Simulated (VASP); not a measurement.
# AlCu3 (R-3m) in VASP: notebook

AlCu3 is run at these levels: LDA; tasks: single point.

All numbers are computed with VASP 6.6.1; they aren't measurements. Logs are shortened: lines on timing, memory, paths and dates and some standing lists are left out, and cuts for length are marked.

### 1 The cell of the first run

The structure is trigonal, space group R-3m (No. 166). The conventional cell has a = 3.818 Å, b = 3.818 Å, c = 10.557 Å, α = 90.00°, β = 90.00°, γ = 120.00°. Within 3.1 Å of Al (site symmetry -3m) lie 14 Cu at 2.37 to 2.82 Å. Cu (site symmetry -3m) has 8 Cu at 2.37 to 2.64 Å and 6 Al at 2.82 Å within 3.1 Å. Within 3.1 Å of Cu (site symmetry 3m) lie 4 Al at 2.37 to 2.64 Å and 10 Cu at 2.37 to 2.82 Å.

### 2 Single point, LDA (11.10 Å³/atom)

The input, INCAR:

```
PREC     = Accurate       # precision mode
ENCUT    = 520            # plane-wave cutoff, eV
EDIFF    = 1E-6           # SCF threshold, eV
ISMEAR   = 0              # smearing method
SIGMA    = 0.15           # smearing width, eV
LREAL    = False          # projectors in reciprocal space
LASPH    = True           # aspherical terms in the spheres
NELM     = 80             # most SCF steps
ALGO     = Fast           # electronic algorithm
ISIF     = 2              # what is computed and relaxed
LWAVE    = False          # write WAVECAR
LCHARG   = False          # write CHGCAR
GGA      = CA             # functional
NBANDS   = 26             # bands
```

The input, KPOINTS:

```
Automatic mesh
0
Gamma
  14 14 14
```

The input, POSCAR:

```
AlCu3
1.0
    0.2321508547      2.9315793973      2.9315793973
    2.9315793973      0.2321508547      2.9315793973
    2.9315793973      2.9315793973      0.2321508547
Al Cu
1 3
Direct
    0.0000000000      0.0000000000      0.0000000000
    0.5000000000      0.5000000000      0.5000000000
    0.2500000000      0.2500000000      0.2500000000
    0.7500000000      0.7500000000      0.7500000000
```

Potentials or basis: VASP PAW LDA potentials, release 64 (Al, Cu).

The run is started by

```
> cat potpaw_LDA.64/Al/POTCAR potpaw_LDA.64/Cu/POTCAR > POTCAR
> mpirun -np 1 vasp_std > vasp.out
```

OUTCAR:

```text
PREC = Accurate
   ENCUT = 520
   EDIFF = 1E-6
   ISMEAR = 0
   LREAL = False
   LASPH = True
   NELM = 80
   ISIF = 2
   GGA = CA

 ion  position               nearest neighbor table
   1  0.000  0.000  0.000-   4 2.37   4 2.37   4 2.37   3 2.37   3 2.37   3 2.37   4 2.64   3 2.64
                             2 2.82   2 2.82   2 2.82   2 2.82   2 2.82   2 2.82
   2  0.500  0.500  0.500-   3 2.37   3 2.37   3 2.37   4 2.37   4 2.37   4 2.37   4 2.64   3 2.64
                             1 2.82   1 2.82   1 2.82   1 2.82   1 2.82   1 2.82
   3  0.250  0.250  0.250-   1 2.37   1 2.37   1 2.37   2 2.37   2 2.37   2 2.37   2 2.64   1 2.64

   4  0.750  0.750  0.750-   2 2.37   2 2.37   2 2.37   1 2.37   1 2.37   1 2.37   2 2.64   1 2.64

  LATTYP: Found a trigonal (rhomboedric) cell.
 ALAT       =     4.1523739649
 COS(alpha) =     0.5773793122

  Lattice vectors:

 A1 = (   0.2321508547,   2.9315793973,   2.9315793973)
 A2 = (   2.9315793973,   0.2321508547,   2.9315793973)
 A3 = (   2.9315793973,   2.9315793973,   0.2321508547)

Analysis of symmetry for initial positions (statically):
=====================================================================
 Subroutine PRICEL returns:
 Original cell was already a primitive cell.

 Routine SETGRP: Setting up the symmetry group for a
 trigonal (rhombohedral) supercell.

 Subroutine GETGRP returns: Found 12 space group operations
 (whereof 12 operations were pure point group operations)
 out of a pool of 12 trial point group operations.

The static configuration has the point symmetry D_3d.

Analysis of symmetry for dynamics (positions and initial velocities):
=====================================================================
 Subroutine PRICEL returns:
 Original cell was already a primitive cell.

 Routine SETGRP: Setting up the symmetry group for a
 trigonal (rhombohedral) supercell.

 Subroutine GETGRP returns: Found 12 space group operations
 (whereof 12 operations were pure point group operations)
 out of a pool of 12 trial point group operations.

The dynamic configuration has the point symmetry D_3d.

 Subroutine INISYM returns: Found 12 space group operations
 (whereof 12 operations are pure point group operations),
 and found     1 'primitive' translations

----------------------------------------------------------------------------------------

                                     Primitive cell

  volume of cell :      44.4160

  direct lattice vectors                    reciprocal lattice vectors
     0.232150855  2.931579397  2.931579397    -0.192278993  0.178169783  0.178169783
     2.931579397  0.232150855  2.931579397     0.178169783 -0.192278993  0.178169783
     2.931579397  2.931579397  0.232150855     0.178169783  0.178169783 -0.192278993

  length of vectors
     4.152373965  4.152373965  4.152373965     0.316954499  0.316954499  0.316954499

  position of ions in fractional coordinates (direct lattice)
     0.000000000  0.000000000  0.000000000
     0.500000000  0.500000000  0.500000000
     0.250000000  0.250000000  0.250000000
     0.750000000  0.750000000  0.750000000

  ion indices of the primitive-cell ions
   primitive index   ion index
                 1           1
                 2           2
                 3           3
                 4           4

----------------------------------------------------------------------------------------

 KPOINTS: Automatic mesh

Automatic generation of k-mesh.
 Grid dimensions read from file:
 generate k-points for:   14   14   14

 Generating k-lattice:

  Cartesian coordinates                     Fractional coordinates (reciprocal lattice)
    -0.013734214  0.012726413  0.012726413     0.071428571  0.000000000 -0.000000000
     0.012726413 -0.013734214  0.012726413     0.000000000  0.071428571 -0.000000000
     0.012726413  0.012726413 -0.013734214     0.000000000  0.000000000  0.071428571

  Length of vectors
     0.022639607  0.022639607  0.022639607

  Shift w.r.t. Gamma in fractional coordinates (k-lattice)
     0.000000000  0.000000000  0.000000000

 Subroutine IBZKPT returns following result:
 ===========================================

 Found    288 irreducible k-points:

 Following reciprocal coordinates:
            Coordinates               Weight
  0.000000  0.000000  0.000000      1.000000
  0.071429  0.000000  0.000000      6.000000
  0.142857 -0.000000  0.000000      6.000000
  0.214286 -0.000000 -0.000000      6.000000
  0.285714  0.000000 -0.000000      6.000000
  0.357143  0.000000  0.000000      6.000000
[... 16 lines left out ...]
  0.214286  0.142857  0.000000     12.000000
  0.285714  0.142857  0.000000     12.000000
 [... further k-points ...]
   k-points           NKPTS =    288   k-points in BZ     NKDIM =    288   number of bands    NBANDS=     26
   number of dos      NEDOS =    301   number of ions     NIONS =      4
   total plane-waves  NPLWV =  32768
   dimension x,y,z NGX =    32 NGY =   32 NGZ =   32
   dimension x,y,z NGXF=    64 NGYF=   64 NGZF=   64
   ions per type =               1   3
   NGX,Y,Z   is equivalent  to a cutoff of  12.81, 12.81, 12.81 a.u.
   NGXF,Y,Z  is equivalent  to a cutoff of  25.62, 25.62, 25.62 a.u.
 SYSTEM =  unknown system
   PREC   = accura    normal or accurate (medium, high low for compatibility)
   ISTART =      0    job   : 0-new  1-cont  2-samecut
   ICHARG =      2    charge: 1-file 2-atom 10-const
   ISPIN  =      1    spin polarized calculation?
   LNONCOLLINEAR =      F non collinear calculations
   LSORBIT =      F    spin-orbit coupling
   LASPH  =      T    aspherical Exc in radial PAW
   ENCUT  =  520.0 eV  38.22 Ry    6.18 a.u.   7.72  7.72  7.72*2*pi/ulx,y,z
   NELM   =     80;   NELMIN=  2; NELMDL= -5     # of ELM steps
   EDIFF  = 0.1E-05   stopping-criterion for ELM
   LREAL  =      F    real-space projection
   EDIFFG = 0.1E-04   stopping-criterion for IOM
   NSW    =      0    number of steps for IOM
   IBRION =     -1    ionic relax: 0-MD 1-quasi-New 2-CG
   NFREE  =      0    steps in history (QN), initial steepest desc. (CG)
   ISIF   =      2    stress and relaxation
   ISYM   =      2    0-nonsym 1-usesym 2-fastsym
   POTIM  = 0.5000    time-step for ionic-motion
   TEBEG  =    0.0;   TEEND  =   0.0 temperature during run
   PSTRESS=    0.0 pullay stress
   NELECT =      36.0000    total number of electrons
   NUPDOWN=      -1.0000    fix difference up-down
   EMIN   =  10.00;   EMAX   =-10.00  energy-range for DOS
   EFERMI =   0.00;   METHOD = LEGACY
   ISMEAR =     0;   SIGMA  =   0.15  broadening in eV -4-tet -1-fermi 0-gaus
   EFERMI_NEDOS =   21; number of points for ismear=-14 and -15
   IALGO  =     68    algorithm
   IMIX   =      4    mixing-type and parameters
     AMIX     =   0.40;   BMIX     =  1.00
     AMIX_MAG =   1.60;   BMIX_MAG =  1.00
  volume/ion in A,a.u.               =      11.10        74.93
  Fermi-wavevector in a.u.,A,eV,Ry     =   1.526379  2.884439 31.699320  2.329834
  Thomas-Fermi vector in A             =   2.634421
   LORBIT       =      0    0 simple, 1 ext, 2 COOP (PROOUT), +10 PAW based schemes
   GGA     = CA    functional components
   LHFCALC =     F    Hartree Fock is set to
   AEXX    =    0.0000 exact exchange contribution
   IVDW    =     0    specifies the selected vdW correction
   LEPSILON=     F    determine dielectric tensor
   LRPA    =     F    only Hartree local field effects (RPA)
 non-spin polarized calculation
 RMM-DIIS sequential band-by-band and
 Gauss-broadening in eV      SIGMA  =   0.15
  energy-cutoff  :      520.00
  volume of cell :       44.42
 maximum number of plane-waves:      1214
   NGX = 15   NGY = 15   NGZ = 15

 number of electron      36.0000022 magnetization

 Free energy of the ion-electron system (eV)
  ---------------------------------------------------
  ext. energy  EPLUGINS =         0.00000000
  ---------------------------------------------------
  free energy    TOTEN  =       -18.68303230 eV

  energy without entropy =      -18.67200822  energy(sigma->0) =      -18.67752026

 E-fermi :   9.5978     XC(G=0): -13.0701

 val. band max:        9.5959947159   @ k =   0.2857   0.1429   0.0000
 cond. band min:       9.6011974277   @ k =  -0.1429  -0.2857   0.0714
 fundamental gap:      0.0052027118
 Fermi energy:         9.5977826381

 k-point     1 :       0.0000    0.0000    0.0000
  band No.  band energies     occupation
      1      -1.6918      2.00000
      2       4.2913      2.00000
      3       4.2913      2.00000
      4       4.3023      2.00000
      5       4.4818      2.00000
      6       4.4818      2.00000
[... 18 lines left out ...]
     25      16.7685      0.00000
     26      16.8793      0.00000

 k-point     2 :       0.0714    0.0000    0.0000
  band No.  band energies     occupation
      1      -1.6122      2.00000
      2       4.2276      2.00000
      3       4.2888      2.00000
      4       4.3748      2.00000
      5       4.4670      2.00000
      6       4.5267      2.00000
[... 18 lines left out ...]
     25      16.6511      0.00000
     26      17.0600      0.00000

 k-point     3 :       0.1429   -0.0000    0.0000
  band No.  band energies     occupation
      1      -1.3745      2.00000
      2       4.1886      2.00000
      3       4.3031      2.00000
      4       4.3333      2.00000
      5       4.5427      2.00000
      6       4.6333      2.00000
[... 18 lines left out ...]
     25      16.7087      0.00000
     26      17.7280      0.00000

 k-point     4 :       0.2143   -0.0000   -0.0000
  band No.  band energies     occupation
      1      -0.9836      2.00000
      2       4.1782      2.00000
      3       4.2123      2.00000
      4       4.3530      2.00000
      5       4.6701      2.00000
      6       4.7629      2.00000
[... 18 lines left out ...]
     25      17.4755      0.00000
     26      18.6506      0.00000
[... 496 lines left out ...]
      1      -1.2910      2.00000
      2       4.0078      2.00000
      3       4.4075      2.00000
      4       4.4707      2.00000
      5       4.5458      2.00000
      6       4.5752      2.00000
[... 18 lines left out ...]
     25      18.3356      0.00000
     26      18.4177      0.00000

 k-point    23 :       0.2143    0.1429    0.0000
  band No.  band energies     occupation
      1      -1.0153      2.00000
      2       3.9101      2.00000
      3       4.4230      2.00000
      4       4.5063      2.00000
      5       4.6006      2.00000
      6       4.6839      2.00000
[... 18 lines left out ...]
     25      18.3190      0.00000
     26      19.3955      0.00000

 k-point    24 :       0.2857    0.1429    0.0000
  band No.  band energies     occupation
      1      -0.5908      2.00000
      2       3.8261      2.00000
      3       4.3989      2.00000
      4       4.5380      2.00000
      5       4.7017      2.00000
      6       4.8108      2.00000
[... 18 lines left out ...]
     25      18.1504      0.00000
     26      20.3365      0.00000

 [... further k-points ...]

------------------------ aborting loop because EDIFF is reached ----------------------------------------

  FORCE on cell =-STRESS in cart. coord.  units (eV):
  Direction    XX          YY          ZZ          XY          YZ          ZX
  --------------------------------------------------------------------------------------
  -------------------------------------------------------------------------------------
  Total        3.0807040      3.0807040      3.0807040     -2.3929485     -2.3929485     -2.3929485
  in kB      111.1273894    111.1273894    111.1273894    -86.3186203    -86.3186203    -86.3186203
  external PRESSURE =     111.1273894 kB  Pullay stress =       0.0000000 kB

 VOLUME and BASIS-vectors are now :
 -----------------------------------------------------------------------------
  energy-cutoff  :      520.00
  volume of cell :       44.42
      direct lattice vectors                 reciprocal lattice vectors
     0.232150855  2.931579397  2.931579397    -0.192278993  0.178169783  0.178169783
     2.931579397  0.232150855  2.931579397     0.178169783 -0.192278993  0.178169783
     2.931579397  2.931579397  0.232150855     0.178169783  0.178169783 -0.192278993

 POSITION                                       TOTAL-FORCE (eV/Angst)
 -----------------------------------------------------------------------------------
      0.00000      0.00000      0.00000        -0.000000      0.000000      0.000000
      3.04765      3.04765      3.04765         0.000000     -0.000000      0.000000
      1.52383      1.52383      1.52383        -0.004834     -0.004834     -0.004834
      4.57148      4.57148      4.57148         0.004834      0.004834      0.004834
 -----------------------------------------------------------------------------------
    total drift:                               -0.000000      0.000000      0.000000

  FREE ENERGIE OF THE ION-ELECTRON SYSTEM (eV)
  ---------------------------------------------------
  free  energy   TOTEN  =       -18.6830323006 eV

  energy  without entropy=      -18.6720082178  energy(sigma->0) =      -18.67752026
```

Run time: 2.5 min. Hardware: 1 thread of Intel Xeon 6975P-C (Granite Rapids), shared host; peak memory 0.36 GiB.

Results:

```
Free energy            : -18.6830 eV
Pressure               : 11.1 GPa
Largest force          : 0.008 eV/Å
Band gap on the k mesh : zero (bands 18 and 19 overlap by 6.32 eV)
```

Forces in eV/Å, atoms in the order of the input:
```
Al   0.000  0.000  0.000
Cu   0.000  0.000  0.000
Cu  -0.005 -0.005 -0.005
Cu   0.005  0.005  0.005
```

Caveat: the cell stands under pressure.

[end of part 1 of 2]
